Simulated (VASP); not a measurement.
# KSi2Sb3 (P6/mmm) in VASP: a series of runs

KSi2Sb3 is run at these levels: PBE; tasks: single point, relaxation of cell and atoms.

Program: VASP 6.6.1. These are calculated values, not measurements. Logs are shortened: lines on timing, memory, paths and dates and some standing lists are left out, and cuts for length are marked.

### 1 The cell of the first run

It takes space group P6/mmm (No. 191, hexagonal). Conventional cell: a = 5.472 Å, b = 5.472 Å, c = 6.203 Å, α = 90.00°, β = 90.00°, γ = 120.00°. K (site symmetry 6/mmm) has 8 Sb at 3.10 to 3.16 Å within 4.1 Å. Within 4.1 Å of Si (site symmetry -6m2) lie 5 Sb at 3.10 to 3.16 Å and 3 Si at 3.16 Å. Within 4.1 Å of Sb (site symmetry 6/mmm) lie 2 K at 3.10 Å and 6 Si at 3.16 Å. Within 4.1 Å of Sb (site symmetry -6m2) lie 2 Si at 3.10 Å and 3 Sb at 3.16 Å and 3 K at 3.16 Å.

The cell was built from a structure type or drawn by symmetry, and may not be a known phase.

### 2 Single point, PBE

Input file INCAR:

```
PREC     = Accurate       # precision mode
ENCUT    = 520            # plane-wave cutoff, eV
EDIFF    = 1E-6           # SCF threshold, eV
ISMEAR   = 0              # smearing method
SIGMA    = 0.1            # smearing width, eV
LREAL    = F              # projectors in reciprocal space
LASPH    = T              # aspherical terms in the spheres
NELM     = 100            # most SCF steps
ALGO     = Normal         # electronic algorithm
ISIF     = 2              # what is computed and relaxed
LWAVE    = F              # write WAVECAR
LCHARG   = T              # write CHGCAR
GGA      = PE             # functional
LELF     = T              # ELF
LVHAR    = T            
NBANDS   = 25             # bands
```

Input file KPOINTS:

```
Automatic mesh
0
Gamma
  12 12 6
```

Input file POSCAR:

```
KSi2Sb3
1.0
    5.4723204996      0.0000000000      0.0000000000
   -2.7361602498      4.7391685703      0.0000000000
    0.0000000000      0.0000000000      6.2031623694
K Si Sb
1 2 3
Direct
    0.0000000000      0.0000000000      0.0000000000
    0.3333333333      0.6666666667      0.5000000000
    0.6666666667      0.3333333333      0.5000000000
    0.0000000000      0.0000000000      0.5000000000
    0.3333333333      0.6666666667      0.0000000000
    0.6666666667      0.3333333333      0.0000000000
```

Potentials or basis: VASP PAW PBE potentials, release 64 (K_sv, Si, Sb).

On the command line:

```
$ cat potpaw_PBE.64/K_sv/POTCAR potpaw_PBE.64/Si/POTCAR potpaw_PBE.64/Sb/POTCAR > POTCAR
$ mpirun -np 1 vasp_std > vasp.out
```

OUTCAR:

```text
PREC = Accurate
   ENCUT = 520
   EDIFF = 1E-6
   ISMEAR = 0
   LREAL = F
   LASPH = T
   NELM = 100
   ISIF = 2
   GGA = PE

 ion  position               nearest neighbor table
   1  0.000  0.000  0.000-   4 3.10   4 3.10   6 3.16   5 3.16   5 3.16   6 3.16   6 3.16   5 3.16

   2  0.333  0.667  0.500-   5 3.10   5 3.10   4 3.16   4 3.16   4 3.16
   3  0.667  0.333  0.500-   6 3.10   6 3.10   4 3.16   4 3.16   4 3.16
   4  0.000  0.000  0.500-   1 3.10   1 3.10   3 3.16   2 3.16   2 3.16   3 3.16   3 3.16   2 3.16

   5  0.333  0.667  0.000-   2 3.10   2 3.10   6 3.16   1 3.16   6 3.16   1 3.16   1 3.16   6 3.16

   6  0.667  0.333  0.000-   3 3.10   3 3.10   5 3.16   1 3.16   5 3.16   1 3.16   1 3.16   5 3.16

  LATTYP: Found a hexagonal cell.
 ALAT       =     5.4723204996
 C/A-ratio  =     1.1335524609

  Lattice vectors:

 A1 = (   5.4723204996,   0.0000000000,   0.0000000000)
 A2 = (  -2.7361602498,   4.7391685703,   0.0000000000)
 A3 = (   0.0000000000,   0.0000000000,   6.2031623694)

Analysis of symmetry for initial positions (statically):
=====================================================================
 Subroutine PRICEL returns:
 Original cell was already a primitive cell.

 Routine SETGRP: Setting up the symmetry group for a
 hexagonal supercell.

 Subroutine GETGRP returns: Found 24 space group operations
 (whereof 24 operations were pure point group operations)
 out of a pool of 24 trial point group operations.

The static configuration has the point symmetry D_6h.

Analysis of symmetry for dynamics (positions and initial velocities):
=====================================================================
 Subroutine PRICEL returns:
 Original cell was already a primitive cell.

 Routine SETGRP: Setting up the symmetry group for a
 hexagonal supercell.

 Subroutine GETGRP returns: Found 24 space group operations
 (whereof 24 operations were pure point group operations)
 out of a pool of 24 trial point group operations.

The dynamic configuration has the point symmetry D_6h.

 Subroutine INISYM returns: Found 24 space group operations
 (whereof 24 operations are pure point group operations),
 and found     1 'primitive' translations

----------------------------------------------------------------------------------------

                                     Primitive cell

  volume of cell :     160.8744

  direct lattice vectors                    reciprocal lattice vectors
     5.472320500  0.000000000  0.000000000     0.182737835  0.105503738  0.000000000
    -2.736160250  4.739168570  0.000000000     0.000000000  0.211007476  0.000000000
     0.000000000  0.000000000  6.203162369     0.000000000  0.000000000  0.161208097

  length of vectors
     5.472320500  5.472320500  6.203162369     0.211007476  0.211007476  0.161208097

  position of ions in fractional coordinates (direct lattice)
     0.000000000  0.000000000  0.000000000
     0.333333333  0.666666667  0.500000000
     0.666666667  0.333333333  0.500000000
     0.000000000  0.000000000  0.500000000
     0.333333333  0.666666667  0.000000000
     0.666666667  0.333333333  0.000000000

  ion indices of the primitive-cell ions
   primitive index   ion index
                 1           1
                 2           2
                 3           3
                 4           4
                 5           5
                 6           6

----------------------------------------------------------------------------------------

 KPOINTS: Automatic mesh

Automatic generation of k-mesh.
 Grid dimensions read from file:
 generate k-points for:   12   12    6

 Generating k-lattice:

  Cartesian coordinates                     Fractional coordinates (reciprocal lattice)
     0.015228153  0.008791978  0.000000000     0.083333333  0.000000000  0.000000000
     0.000000000  0.017583956  0.000000000     0.000000000  0.083333333  0.000000000
     0.000000000  0.000000000  0.026868016     0.000000000  0.000000000  0.166666667

  Length of vectors
     0.017583956  0.017583956  0.026868016

  Shift w.r.t. Gamma in fractional coordinates (k-lattice)
     0.000000000  0.000000000  0.000000000

 Subroutine IBZKPT returns following result:
 ===========================================

 Found     76 irreducible k-points:

 Following reciprocal coordinates:
            Coordinates               Weight
  0.000000  0.000000  0.000000      1.000000
  0.083333 -0.000000  0.000000      6.000000
  0.166667  0.000000  0.000000      6.000000
  0.250000  0.000000  0.000000      6.000000
  0.333333  0.000000  0.000000      6.000000
  0.416667  0.000000  0.000000      6.000000
[... 16 lines left out ...]
  0.250000  0.000000  0.166667     12.000000
  0.333333  0.000000  0.166667     12.000000
 [... further k-points ...]
   k-points           NKPTS =     76   k-points in BZ     NKDIM =     76   number of bands    NBANDS=     25
   number of dos      NEDOS =    301   number of ions     NIONS =      6
   total plane-waves  NPLWV =  84672
   dimension x,y,z NGX =    42 NGY =   42 NGZ =   48
   dimension x,y,z NGXF=    84 NGYF=   84 NGZF=   96
   ions per type =               1   2   3
   NGX,Y,Z   is equivalent  to a cutoff of  12.76, 12.76, 12.86 a.u.
   NGXF,Y,Z  is equivalent  to a cutoff of  25.52, 25.52, 25.73 a.u.
 SYSTEM =  unknown system
   PREC   = accura    normal or accurate (medium, high low for compatibility)
   ISTART =      0    job   : 0-new  1-cont  2-samecut
   ICHARG =      2    charge: 1-file 2-atom 10-const
   ISPIN  =      1    spin polarized calculation?
   LNONCOLLINEAR =      F non collinear calculations
   LSORBIT =      F    spin-orbit coupling
   LASPH  =      T    aspherical Exc in radial PAW
   ENCUT  =  520.0 eV  38.22 Ry    6.18 a.u.  10.17 10.17 11.53*2*pi/ulx,y,z
   NELM   =    100;   NELMIN=  2; NELMDL= -5     # of ELM steps
   EDIFF  = 0.1E-05   stopping-criterion for ELM
   LREAL  =      F    real-space projection
   EDIFFG = 0.1E-04   stopping-criterion for IOM
   NSW    =      0    number of steps for IOM
   IBRION =     -1    ionic relax: 0-MD 1-quasi-New 2-CG
   NFREE  =      0    steps in history (QN), initial steepest desc. (CG)
   ISIF   =      2    stress and relaxation
   ISYM   =      2    0-nonsym 1-usesym 2-fastsym
   POTIM  = 0.5000    time-step for ionic-motion
   TEBEG  =    0.0;   TEEND  =   0.0 temperature during run
   PSTRESS=    0.0 pullay stress
   NELECT =      32.0000    total number of electrons
   NUPDOWN=      -1.0000    fix difference up-down
   EMIN   =  10.00;   EMAX   =-10.00  energy-range for DOS
   EFERMI =   0.00;   METHOD = LEGACY
   ISMEAR =     0;   SIGMA  =   0.10  broadening in eV -4-tet -1-fermi 0-gaus
   EFERMI_NEDOS =   21; number of points for ismear=-14 and -15
   IALGO  =     38    algorithm
   IMIX   =      4    mixing-type and parameters
     AMIX     =   0.40;   BMIX     =  1.00
     AMIX_MAG =   1.60;   BMIX_MAG =  1.00
  volume/ion in A,a.u.               =      26.81       180.94
  Fermi-wavevector in a.u.,A,eV,Ry     =   0.955643  1.805904 12.425580  0.913254
  Thomas-Fermi vector in A             =   2.084500
   LORBIT       =      0    0 simple, 1 ext, 2 COOP (PROOUT), +10 PAW based schemes
   GGA     = PE    functional components
   LHFCALC =     F    Hartree Fock is set to
   AEXX    =    0.0000 exact exchange contribution
   IVDW    =     0    specifies the selected vdW correction
   LEPSILON=     F    determine dielectric tensor
   LRPA    =     F    only Hartree local field effects (RPA)
 non-spin polarized calculation
 Gauss-broadening in eV      SIGMA  =   0.10
  energy-cutoff  :      520.00
  volume of cell :      160.87
 maximum number of plane-waves:      4373
 NGX is ok and might be reduce to    42
   NGX = 21   NGY = 21   NGZ = 23

 number of electron      32.0000000 magnetization

 Free energy of the ion-electron system (eV)
  ---------------------------------------------------
  ext. energy  EPLUGINS =         0.00000000
  ---------------------------------------------------
  free energy    TOTEN  =       -21.05845928 eV

  energy without entropy =      -21.03849326  energy(sigma->0) =      -21.04847627

 E-fermi :   5.6013     XC(G=0):  -9.4590

 val. band max:        5.5894741154   @ k =   0.1667   0.0833   0.3333
 cond. band min:       5.6038628210   @ k =   0.3333   0.3333   0.3333
 fundamental gap:      0.0143887056
 Fermi energy:         5.6012902828

 k-point     1 :       0.0000    0.0000    0.0000
  band No.  band energies     occupation
      1     -24.7011      2.00000
      2      -8.4336      2.00000
      3      -8.4336      2.00000
      4      -8.2912      2.00000
      5      -5.6298      2.00000
      6      -3.7868      2.00000
[... 17 lines left out ...]
     24       9.8208      0.00000
     25       9.8208      0.00000

 k-point     2 :       0.0833   -0.0000    0.0000
  band No.  band energies     occupation
      1     -24.7010      2.00000
      2      -8.4464      2.00000
      3      -8.4352      2.00000
      4      -8.2907      2.00000
      5      -5.5763      2.00000
      6      -3.7520      2.00000
[... 17 lines left out ...]
     24      10.1858      0.00000
     25      10.2888      0.00000

 k-point     3 :       0.1667    0.0000    0.0000
  band No.  band energies     occupation
      1     -24.7007      2.00000
      2      -8.4801      2.00000
      3      -8.4398      2.00000
      4      -8.2894      2.00000
      5      -5.4216      2.00000
      6      -3.6535      2.00000
[... 552 lines left out ...]
 k-point    23 :       0.2500    0.0000    0.1667
  band No.  band energies     occupation
      1     -24.7003      2.00000
      2      -8.5223      2.00000
      3      -8.4456      2.00000
      4      -8.2996      2.00000
      5      -5.0974      2.00000
      6      -3.6107      2.00000
[... 17 lines left out ...]
     24       9.8657      0.00000
     25      10.7268      0.00000

 k-point    24 :       0.3333    0.0000    0.1667
  band No.  band energies     occupation
      1     -24.6999      2.00000
      2      -8.5625      2.00000
      3      -8.4518      2.00000
      4      -8.2973      2.00000
      5      -4.7915      2.00000
      6      -3.4604      2.00000
[... 17 lines left out ...]
     24       9.9929      0.00000
     25      10.1876      0.00000

 [... further k-points ...]

------------------------ aborting loop because EDIFF is reached ----------------------------------------

  FORCE on cell =-STRESS in cart. coord.  units (eV):
  Direction    XX          YY          ZZ          XY          YZ          ZX
  --------------------------------------------------------------------------------------
  -------------------------------------------------------------------------------------
  Total       -0.0180324     -0.0180324     -0.0330291      0.0000000      0.0000000      0.0000000
  in kB       -0.1795883     -0.1795883     -0.3289431      0.0000000      0.0000000      0.0000000
  external PRESSURE =      -0.2293732 kB  Pullay stress =       0.0000000 kB

 VOLUME and BASIS-vectors are now :
 -----------------------------------------------------------------------------
  energy-cutoff  :      520.00
  volume of cell :      160.87
      direct lattice vectors                 reciprocal lattice vectors
     5.472320500  0.000000000  0.000000000     0.182737835  0.105503738  0.000000000
    -2.736160250  4.739168570  0.000000000     0.000000000  0.211007476  0.000000000
     0.000000000  0.000000000  6.203162369     0.000000000  0.000000000  0.161208097

 POSITION                                       TOTAL-FORCE (eV/Angst)
 -----------------------------------------------------------------------------------
      0.00000      0.00000      0.00000        -0.000000      0.000000      0.000000
     -0.00000      3.15945      3.10158        -0.000000      0.000000      0.000000
      2.73616      1.57972      3.10158        -0.000000     -0.000000      0.000000
      0.00000      0.00000      3.10158        -0.000000      0.000000      0.000000
     -0.00000      3.15945      0.00000        -0.000000      0.000000      0.000000
      2.73616      1.57972      0.00000         0.000000     -0.000000      0.000000
 -----------------------------------------------------------------------------------
    total drift:                               -0.000000      0.000000      0.000000

  FREE ENERGIE OF THE ION-ELECTRON SYSTEM (eV)
  ---------------------------------------------------
  free  energy   TOTEN  =       -21.0584592805 eV

  energy  without entropy=      -21.0384932580  energy(sigma->0) =      -21.04847627
```

Wall time 6.8 min (1 thread of Intel Xeon 8259CL, shared host); peak memory 0.48 GiB.

Results:

```
Free energy            : -21.0585 eV
Pressure               : 0.0 GPa
Band gap on the k mesh : zero (bands 16 and 17 overlap by 1.63 eV)
```

Caveat: spin-orbit coupling is left out, which moves the levels of the heavy elements.

### 3 Relaxation of cell and atoms, PBE

This run uses another cell than the first one, of 27.92 Å³/atom.

Input file INCAR:

```
PREC = Accurate
ENCUT = 600
EDIFF = 1E-6
ISMEAR = 0
SIGMA = 0.1
LREAL = F
LASPH = T
NELM = 80
ALGO = Normal
ISIF = 3
LWAVE = F
LCHARG = F
GGA = PE
IBRION = 2
NSW = 90
EDIFFG = -0.04
```

Input file KPOINTS:

```
Automatic mesh
0
Gamma
  6 6 4
```

Changes to POSCAR since step 2:

```diff
@@ -2,5 +2,5 @@
 1.0
-    5.4723204996      0.0000000000      0.0000000000
-   -2.7361602498      4.7391685703      0.0000000000
-    0.0000000000      0.0000000000      6.2031623694
+    5.4768765907      0.0000000000      0.0000000000
+   -2.7384382953      4.7431142609      0.0000000000
+    0.0000000000      0.0000000000      6.4487095477
 K Si Sb
```

Potentials or basis: VASP PAW PBE potentials, release 64 (K_sv, Si, Sb).

On the command line:

```
$ cat potpaw_PBE.64/K_sv/POTCAR potpaw_PBE.64/Si/POTCAR potpaw_PBE.64/Sb/POTCAR > POTCAR
$ mpirun -np 1 vasp_std > vasp.out
```

Run time: 7.4 min. Hardware: 1 thread of Intel Xeon 8259CL, shared host; peak memory 0.41 GiB.

It converged, with:

```yaml
Free_energy: -21.1300 eV
Relaxed_volume: 26.83 Å³/atom
Relaxed_cell: a = 5.465 Å, b = 5.465 Å, c = 6.226 Å, α = 90.00°, β = 90.00°, γ = 120.00°
Space_group_after_relaxing_to_0.1_Å: P6/mmm (No. 191)
Energy_gained_by_relaxing: 9.2 meV/atom
Ionic_steps: 5
Pressure_after_relaxing: 0.0 GPa
Band_gap_on_the_k_mesh: zero (bands 16 and 17 overlap by 1.64 eV)
```

Stress tensor (GPa, compression positive):
```
-0.03  0.00  0.00
 0.00 -0.03  0.00
 0.00  0.00  0.06
```

Step by step:
```tsv
step	energy change (eV)	largest force (eV/Å)	pressure (GPa)	volume (Å³)
1	0.0000	0.0000	-1.29	167.52
2	-0.0502	0.0000	-0.20	162.13
3	-0.0540	0.0000	0.20	160.42
4	-0.0540	0.0000	0.24	160.28
5	-0.0553	0.0000	0.00	161.01
```

Final structure:
```cif
data_structure
_symmetry_space_group_name_H-M 'P 1'
_symmetry_Int_Tables_number 1
_cell_length_a 5.4645
_cell_length_b 5.4645
_cell_length_c 6.2259
_cell_angle_alpha 90.000
_cell_angle_beta 90.000
_cell_angle_gamma 120.000
_cell_volume 161.01
loop_
_atom_site_label
_atom_site_type_symbol
_atom_site_fract_x
_atom_site_fract_y
_atom_site_fract_z
_atom_site_occupancy
K1 K 0.00000 0.00000 0.00000 1
Si1 Si 0.33333 0.66667 0.50000 1
Si2 Si 0.66667 0.33333 0.50000 1
Sb1 Sb 0.00000 0.00000 0.50000 1
Sb2 Sb 0.33333 0.66667 0.00000 1
Sb3 Sb 0.66667 0.33333 0.00000 1
```

Levels at points of the mesh, in eV from the Fermi level:
| k point | band 14 | band 15 | band 16 | band 17 | band 18 | band 19 |
| --- | --- | --- | --- | --- | --- | --- |
| (0.00, 0.00, 0.00) | -2.29 | -1.28 | -1.09 | -1.09 | 0.68 | 1.43 |
| (0.50, 0.00, 0.00) | -1.89 | -0.19 | 0.47 | 1.25 | 1.28 | 2.16 |
| (0.00, 0.00, 0.50) | -1.90 | -1.72 | -1.72 | -1.09 | 0.89 | 0.89 |
| (0.50, 0.00, 0.50) | -0.66 | 0.13 | 0.48 | 0.81 | 1.05 | 1.47 |

Caveat: spin-orbit coupling is left out, which moves the levels of the heavy elements.
